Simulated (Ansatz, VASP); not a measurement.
## Two plane-wave programs on SnO

```xyz
6
Lattice="5.9429 0.0000 0.0000 -2.9714 5.1467 0.0000 0.0000 0.0000 3.2758" Properties=species:S:1:pos:R:3 pbc="T T T"
Sn    2.9714    1.7156    1.6379
Sn    0.0000    3.4311    1.6379
Sn    0.0000    0.0000    0.0000
O     1.8899    3.2734    0.0000
O     2.1630    0.0000    0.0000
O    -1.0815    1.8733    0.0000
```

Alike in both runs: functional r2SCAN; k mesh 6 × 6 × 12; occupations gaussian, width 0.1 eV; no spin polarisation.

Ansatz relaxed the structure, and its values are those at the end. VASP's run is a single point on that final structure, the one shown.

```csv
,VASP,Ansatz
version,VASP 6.6.1,Ansatz 0.2.0
potentials or method,"VASP PAW PBE potentials, release 64 (Sn_d, O), cutoff 520 eV","scalar-relativistic, plane waves, PAW"
valence electrons in the cell,60,60
```

```tsv
	VASP	Ansatz	Ansatz less VASP
gap on the k mesh at the Fermi level (eV)	none	none	-
pressure (GPa)	0.4	0.1	-0.33
rms of the force components (eV/Å)	0.017	0.001	-0.0151
```

VASP's potentials were made for PBE, not for r2SCAN. A gap of «none» marks a metal or a gap that the smearing closes. With one functional, cell and mesh, what is left measures potentials, basis and numerics.
